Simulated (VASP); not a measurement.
# GaN (P6_3mc) in VASP: further runs

GaN is run at these levels: LDA; tasks: single point.

Everything below comes from runs of VASP 6.6.1. Logs are shortened: lines on timing, memory, paths and dates and some standing lists are left out, and cuts for length are marked.

## Step 1: The cell of the first run

Symmetry: P6_3mc, No. 186, hexagonal system. The conventional cell has a = 3.120 Å, b = 3.120 Å, c = 5.164 Å, α = 90.00°, β = 90.00°, γ = 120.00°. Within 2.5 Å of Ga (site symmetry 3m) lie 4 N at 1.92 to 1.93 Å. N (site symmetry 3m) has 4 Ga at 1.92 to 1.93 Å within 2.5 Å.

## Step 2: Single point, LDA

File INCAR:

```
PREC = Accurate
ENCUT = 520
EDIFF = 1E-7
ISMEAR = 0
SIGMA = 0.01
LREAL = False
LASPH = True
NELM = 100
ALGO = Normal
ISIF = 2
LWAVE = False
LCHARG = False
GGA = CA
NBANDS = 26
```

File KPOINTS:

```
Automatic mesh
0
Gamma
  8 8 5
```

File POSCAR:

```
GaN
1.0
    3.1202298234      0.0000000000      0.0000000000
   -1.5601149117      2.7021982927      0.0000000000
    0.0000000000      0.0000000000      5.1636570212
Ga N
2 2
Direct
    0.3333333333      0.6666666667      0.0016151221
    0.6666666667      0.3333333333      0.5016151221
    0.3333333333      0.6666666667      0.3753848779
    0.6666666667      0.3333333333      0.8753848779
```

Potentials or basis: VASP PAW LDA potentials, release 64 (Ga_d, N).

On the command line:

```console
$ cat potpaw_LDA.64/Ga_d/POTCAR potpaw_LDA.64/N/POTCAR > POTCAR
$ mpirun -np 1 vasp_std > vasp.out
```

OUTCAR:

```text
PREC = Accurate
   ENCUT = 520
   EDIFF = 1E-7
   ISMEAR = 0
   LREAL = False
   LASPH = True
   NELM = 100
   ISIF = 2
   GGA = CA

 ion  position               nearest neighbor table
   1  0.333  0.667  0.002-   4 1.92   4 1.92   4 1.92   3 1.93
   2  0.667  0.333  0.502-   3 1.92   3 1.92   3 1.92   4 1.93
   3  0.333  0.667  0.375-   2 1.92   2 1.92   2 1.92   1 1.93
   4  0.667  0.333  0.875-   1 1.92   1 1.92   1 1.92   2 1.93

  LATTYP: Found a hexagonal cell.
 ALAT       =     3.1202298234
 C/A-ratio  =     1.6548963741

  Lattice vectors:

 A1 = (   3.1202298234,   0.0000000000,   0.0000000000)
 A2 = (  -1.5601149117,   2.7021982927,   0.0000000000)
 A3 = (   0.0000000000,   0.0000000000,   5.1636570212)

Analysis of symmetry for initial positions (statically):
=====================================================================
 Subroutine PRICEL returns:
 Original cell was already a primitive cell.

 Routine SETGRP: Setting up the symmetry group for a
 hexagonal supercell.

 Subroutine GETGRP returns: Found 12 space group operations
 (whereof  6 operations were pure point group operations)
 out of a pool of 24 trial point group operations.

The static configuration has the point symmetry C_3v.
 The point group associated with its full space group is C_6v.

Analysis of symmetry for dynamics (positions and initial velocities):
=====================================================================
 Subroutine PRICEL returns:
 Original cell was already a primitive cell.

 Routine SETGRP: Setting up the symmetry group for a
 hexagonal supercell.

 Subroutine GETGRP returns: Found 12 space group operations
 (whereof  6 operations were pure point group operations)
 out of a pool of 24 trial point group operations.

The dynamic configuration has the point symmetry C_3v.
 The point group associated with its full space group is C_6v.

 Subroutine INISYM returns: Found 12 space group operations
 (whereof  6 operations are pure point group operations),
 and found     1 'primitive' translations

----------------------------------------------------------------------------------------

                                     Primitive cell

  volume of cell :      43.5373

  direct lattice vectors                    reciprocal lattice vectors
     3.120229823  0.000000000  0.000000000     0.320489213  0.185034533  0.000000000
    -1.560114912  2.702198293  0.000000000     0.000000000  0.370069067  0.000000000
     0.000000000  0.000000000  5.163657021     0.000000000  0.000000000  0.193661197

  length of vectors
     3.120229823  3.120229823  5.163657021     0.370069067  0.370069067  0.193661197

  position of ions in fractional coordinates (direct lattice)
     0.333333333  0.666666667  0.001615122
     0.666666667  0.333333333  0.501615122
     0.333333333  0.666666667  0.375384878
     0.666666667  0.333333333  0.875384878

  ion indices of the primitive-cell ions
   primitive index   ion index
                 1           1
                 2           2
                 3           3
                 4           4

----------------------------------------------------------------------------------------

 KPOINTS: Automatic mesh

Automatic generation of k-mesh.
 Grid dimensions read from file:
 generate k-points for:    8    8    5

 Generating k-lattice:

  Cartesian coordinates                     Fractional coordinates (reciprocal lattice)
     0.040061152  0.023129317  0.000000000     0.125000000  0.000000000  0.000000000
     0.000000000  0.046258633  0.000000000     0.000000000  0.125000000  0.000000000
     0.000000000  0.000000000  0.038732239     0.000000000  0.000000000  0.200000000

  Length of vectors
     0.046258633  0.046258633  0.038732239

  Shift w.r.t. Gamma in fractional coordinates (k-lattice)
     0.000000000  0.000000000  0.000000000

 Subroutine IBZKPT returns following result:
 ===========================================

 Found     30 irreducible k-points:

 Following reciprocal coordinates:
            Coordinates               Weight
  0.000000  0.000000  0.000000      1.000000
  0.125000 -0.000000  0.000000      6.000000
  0.250000 -0.000000  0.000000      6.000000
  0.375000 -0.000000  0.000000      6.000000
  0.500000 -0.000000  0.000000      3.000000
  0.125000  0.125000  0.000000      6.000000
[... 16 lines left out ...]
  0.250000 -0.000000  0.400000     12.000000
  0.375000 -0.000000  0.400000     12.000000
 [... further k-points ...]
   k-points           NKPTS =     30   k-points in BZ     NKDIM =     30   number of bands    NBANDS=     26
   number of dos      NEDOS =    301   number of ions     NIONS =      4
   total plane-waves  NPLWV =  23040
   dimension x,y,z NGX =    24 NGY =   24 NGZ =   40
   dimension x,y,z NGXF=    48 NGYF=   48 NGZF=   80
   ions per type =               2   2
   NGX,Y,Z   is equivalent  to a cutoff of  12.79, 12.79, 12.88 a.u.
   NGXF,Y,Z  is equivalent  to a cutoff of  25.57, 25.57, 25.76 a.u.
 SYSTEM =  unknown system
   PREC   = accura    normal or accurate (medium, high low for compatibility)
   ISTART =      0    job   : 0-new  1-cont  2-samecut
   ICHARG =      2    charge: 1-file 2-atom 10-const
   ISPIN  =      1    spin polarized calculation?
   LNONCOLLINEAR =      F non collinear calculations
   LSORBIT =      F    spin-orbit coupling
   LASPH  =      T    aspherical Exc in radial PAW
   ENCUT  =  520.0 eV  38.22 Ry    6.18 a.u.   5.80  5.80  9.60*2*pi/ulx,y,z
   NELM   =    100;   NELMIN=  2; NELMDL= -5     # of ELM steps
   EDIFF  = 0.1E-06   stopping-criterion for ELM
   LREAL  =      F    real-space projection
   EDIFFG = 0.1E-05   stopping-criterion for IOM
   NSW    =      0    number of steps for IOM
   IBRION =     -1    ionic relax: 0-MD 1-quasi-New 2-CG
   NFREE  =      0    steps in history (QN), initial steepest desc. (CG)
   ISIF   =      2    stress and relaxation
   ISYM   =      2    0-nonsym 1-usesym 2-fastsym
   POTIM  = 0.5000    time-step for ionic-motion
   TEBEG  =    0.0;   TEEND  =   0.0 temperature during run
   PSTRESS=    0.0 pullay stress
   NELECT =      36.0000    total number of electrons
   NUPDOWN=      -1.0000    fix difference up-down
   EMIN   =  10.00;   EMAX   =-10.00  energy-range for DOS
   EFERMI =   0.00;   METHOD = LEGACY
   ISMEAR =     0;   SIGMA  =   0.01  broadening in eV -4-tet -1-fermi 0-gaus
   EFERMI_NEDOS =   21; number of points for ismear=-14 and -15
   IALGO  =     38    algorithm
   IMIX   =      4    mixing-type and parameters
     AMIX     =   0.40;   BMIX     =  1.00
     AMIX_MAG =   1.60;   BMIX_MAG =  1.00
  volume/ion in A,a.u.               =      10.88        73.45
  Fermi-wavevector in a.u.,A,eV,Ry     =   1.536580  2.903716 32.124431  2.361079
  Thomas-Fermi vector in A             =   2.643209
   LORBIT       =      0    0 simple, 1 ext, 2 COOP (PROOUT), +10 PAW based schemes
   GGA     = CA    functional components
   LHFCALC =     F    Hartree Fock is set to
   AEXX    =    0.0000 exact exchange contribution
   IVDW    =     0    specifies the selected vdW correction
   LEPSILON=     F    determine dielectric tensor
   LRPA    =     F    only Hartree local field effects (RPA)
 non-spin polarized calculation
 Gauss-broadening in eV      SIGMA  =   0.01
  energy-cutoff  :      520.00
  volume of cell :       43.54
 maximum number of plane-waves:      1190
 NGX is ok and might be reduce to    24
   NGX = 11   NGY = 11   NGZ = 19

 number of electron      36.0000020 magnetization

 Free energy of the ion-electron system (eV)
  ---------------------------------------------------
  ext. energy  EPLUGINS =         0.00000000
  ---------------------------------------------------
  free energy    TOTEN  =       -27.89134185 eV

  energy without entropy =      -27.89134185  energy(sigma->0) =      -27.89134185

 E-fermi :   5.7850     XC(G=0): -12.3825

 val. band max:        5.6506714160   @ k =   0.0000   0.0000   0.0000
 cond. band min:       7.8326581246   @ k =   0.0000   0.0000   0.0000
 fundamental gap:      2.1819867086
 Fermi energy:         5.7850216131

 k-point     1 :       0.0000    0.0000    0.0000
  band No.  band energies     occupation
      1     -10.6634      2.00000
      2      -9.6358      2.00000
      3      -7.9981      2.00000
      4      -7.9742      2.00000
      5      -7.9742      2.00000
      6      -7.9060      2.00000
[... 18 lines left out ...]
     25      17.6054      0.00000
     26      17.6054      0.00000

 k-point     2 :       0.1250   -0.0000    0.0000
  band No.  band energies     occupation
      1     -10.4942      2.00000
      2      -9.5917      2.00000
      3      -7.9771      2.00000
      4      -7.9490      2.00000
      5      -7.9295      2.00000
      6      -7.8848      2.00000
[... 18 lines left out ...]
     25      17.0069      0.00000
     26      17.9276      0.00000

 k-point     3 :       0.2500   -0.0000    0.0000
  band No.  band energies     occupation
      1     -10.0931      2.00000
      2      -9.5084      2.00000
      3      -7.9322      2.00000
      4      -7.9042      2.00000
      5      -7.8409      2.00000
      6      -7.7864      2.00000
[... 18 lines left out ...]
     25      17.2225      0.00000
     26      18.3496      0.00000

 k-point     4 :       0.3750   -0.0000    0.0000
  band No.  band energies     occupation
      1      -9.7482      2.00000
      2      -9.4559      2.00000
      3      -7.9194      2.00000
      4      -7.8872      2.00000
      5      -7.7954      2.00000
      6      -7.7318      2.00000
[... 18 lines left out ...]
     25      17.6824      0.00000
     26      19.0029      0.00000
[... 496 lines left out ...]
      1     -10.0917      2.00000
      2      -9.7983      2.00000
      3      -7.9447      2.00000
      4      -7.9299      2.00000
      5      -7.9221      2.00000
      6      -7.9057      2.00000
[... 18 lines left out ...]
     25      16.4551      0.00000
     26      16.9736      0.00000

 k-point    23 :       0.2500   -0.0000    0.4000
  band No.  band energies     occupation
      1      -9.8048      2.00000
      2      -9.6206      2.00000
      3      -7.9186      2.00000
      4      -7.8893      2.00000
      5      -7.8655      2.00000
      6      -7.8290      2.00000
[... 18 lines left out ...]
     25      17.1609      0.00000
     26      17.7960      0.00000

 k-point    24 :       0.3750   -0.0000    0.4000
  band No.  band energies     occupation
      1      -9.5881      2.00000
      2      -9.4981      2.00000
      3      -7.9292      2.00000
      4      -7.8913      2.00000
      5      -7.8213      2.00000
      6      -7.7637      2.00000
[... 18 lines left out ...]
     25      17.4173      0.00000
     26      18.4263      0.00000

 [... further k-points ...]
[... 5 lines left out ...]
  --------------------------------------------------------------------------------------
  -------------------------------------------------------------------------------------
  Total        1.6155456      1.6155456      0.3106999      0.0000000      0.0000000      0.0000000
  in kB       59.4522926     59.4522926     11.4337969      0.0000000      0.0000000      0.0000000
  external PRESSURE =      43.4461274 kB  Pullay stress =       0.0000000 kB

 VOLUME and BASIS-vectors are now :
 -----------------------------------------------------------------------------
  energy-cutoff  :      520.00
  volume of cell :       43.54
      direct lattice vectors                 reciprocal lattice vectors
     3.120229823  0.000000000  0.000000000     0.320489213  0.185034533  0.000000000
    -1.560114912  2.702198293  0.000000000     0.000000000  0.370069067  0.000000000
     0.000000000  0.000000000  5.163657021     0.000000000  0.000000000  0.193661197

 POSITION                                       TOTAL-FORCE (eV/Angst)
 -----------------------------------------------------------------------------------
     -0.00000      1.80147      0.00834         0.000000     -0.000000      0.005812
      1.56011      0.90073      2.59017        -0.000000      0.000000      0.005812
     -0.00000      1.80147      1.93836         0.000000     -0.000000     -0.005812
      1.56011      0.90073      4.52019        -0.000000      0.000000     -0.005812
 -----------------------------------------------------------------------------------
    total drift:                               -0.000000     -0.000000     -0.000164

  FREE ENERGIE OF THE ION-ELECTRON SYSTEM (eV)
  ---------------------------------------------------
  free  energy   TOTEN  =       -27.8913418478 eV

  energy  without entropy=      -27.8913418478  energy(sigma->0) =      -27.89134185
```

Wall time 62 s (1 thread of Intel Xeon 8259CL, shared host); peak memory 0.16 GiB.

What came out:

```yaml
Free_energy: -27.8913 eV
Pressure: 4.3 GPa
Largest_force: 0.006 eV/Å
Band_gap_on_the_k_mesh: 2.18 eV
```

Forces in eV/Å, atoms in the order of the input:
```
Ga   0.000  0.000  0.006
Ga   0.000  0.000  0.006
N    0.000  0.000 -0.006
N    0.000  0.000 -0.006
```

Stress tensor (GPa, compression positive):
```
5.95 0.00 0.00
0.00 5.95 0.00
0.00 0.00 1.14
```

Levels at points of the mesh, in eV from the valence-band top:
| k point | band 14 | band 15 | band 16 | band 17 | band 18 | band 19 | band 20 | band 21 | band 22 | band 23 |
| --- | --- | --- | --- | --- | --- | --- | --- | --- | --- | --- |
| (0.00, 0.00, 0.00) | -1.06 | -1.06 | -0.16 | 0.00 | 0.00 | 2.18 | 4.62 | 9.15 | 10.10 | 10.10 |
| (0.50, 0.00, 0.00) | -5.58 | -4.53 | -2.90 | -2.46 | -1.08 | 5.12 | 5.66 | 5.93 | 8.77 | 10.37 |

Caveat: the cell stands under pressure.

## Step 3: Single point, LDA

File INCAR:

```
SYSTEM = GaN
PREC = Accurate
ENCUT = 520
EDIFF = 1E-6
ISMEAR = 0
SIGMA = 0.01
LREAL = .FALSE.
LASPH = .TRUE.
NELM = 80
ALGO = Normal
ISIF = 2
LWAVE = .FALSE.
LCHARG = .TRUE.
LELF = .TRUE.
LVHAR = .TRUE.
NBANDS = 26
```

File KPOINTS:

```
regular mesh
0
G
  8 8 5
  0 0 0
```

File POSCAR:

```
GaN
1.0
    3.1202298234      0.0000000000      0.0000000000
   -1.5601149117      2.7021982927      0.0000000000
    0.0000000000      0.0000000000      5.1640854606
Ga N
2 2
Direct
    0.3333333333      0.6666666667      0.0002938746
    0.6666666667      0.3333333333      0.5002938746
    0.3333333333      0.6666666667      0.3767061254
    0.6666666667      0.3333333333      0.8767061254
```

Potentials or basis: VASP PAW LDA potentials, release 64 (Ga_d, N).

On the command line:

```console
$ cat potpaw_LDA.64/Ga_d/POTCAR potpaw_LDA.64/N/POTCAR > POTCAR
$ mpirun -np 1 vasp_std > vasp.out
```

It took 57 s on 1 thread of Intel Xeon 8259CL, shared host; peak memory 0.16 GiB.

The run converged. Its results:

- Free energy: -27.8888 eV
- Pressure: 4.5 GPa
- Largest force: 0.180 eV/Å
- Band gap on the k mesh: 2.20 eV

Forces on the atoms (eV/Å):
```
Ga   0.000  0.000  0.180
Ga   0.000  0.000  0.180
N    0.000  0.000 -0.180
N    0.000  0.000 -0.180
```

Stress tensor (GPa, compression positive):
```
6.66 0.00 0.00
0.00 6.66 0.00
0.00 0.00 0.11
```

Levels at points of the mesh, in eV from the valence-band top:
| k point | band 16 | band 17 | band 18 | band 19 | band 20 | band 21 |
| --- | --- | --- | --- | --- | --- | --- |
| (0.00, 0.00, 0.00) | -0.11 | 0.00 | 0.00 | 2.20 | 4.61 | 9.17 |
| (0.50, 0.00, 0.00) | -2.90 | -2.40 | -1.11 | 5.13 | 5.69 | 5.95 |

Caveat: the cell stands under pressure.

## Step 4: Single point, LDA

This run uses another cell than the first one, of 11.05 Å³/atom.

File INCAR:

```
SYSTEM = GaN
ALGO = Normal
EDIFF = 1E-6
ENCUT = 520
ISIF = 2
ISMEAR = 0
LASPH = .True.
LCHARG = .False.
LREAL = .False.
LWAVE = .False.
NBANDS = 26
NELM = 80
PREC = Accurate
SIGMA = 0.01
```

File KPOINTS:

```
k-points
0
Gamma
  8 8 5
  0 0 0
```

File POSCAR:

```
GaN
1.0
    3.1517472963      0.0000000000      0.0000000000
   -1.5758736482      2.7294932249      0.0000000000
    0.0000000000      0.0000000000      5.1383934931
Ga N
2 2
Direct
    0.3333333333      0.6666666667      0.0002938746
    0.6666666667      0.3333333333      0.5002938746
    0.3333333333      0.6666666667      0.3767061254
    0.6666666667      0.3333333333      0.8767061254
```

On the command line:

```console
$ cat potpaw_LDA.64/Ga_d/POTCAR potpaw_LDA.64/N/POTCAR > POTCAR
$ mpirun -np 1 vasp_std > vasp.out
```

Run time: 57 s. Hardware: 1 thread of Intel Xeon 8259CL, shared host; peak memory 0.16 GiB.

It converged, with:

```
Free energy            : -27.9094 eV
Pressure               : 1.1 GPa
Band gap on the k mesh : 2.15 eV
```

Levels at points of the mesh, in eV from the valence-band top:
```csv
k point,band 16,band 17,band 18,band 19,band 20,band 21
"(0.00, 0.00, 0.00)",-0.05,0.00,0.00,2.15,4.38,9.22
"(0.50, 0.00, 0.00)",-2.88,-2.34,-1.05,5.00,5.66,5.99
```

(Part 1 of 2 ends here.)
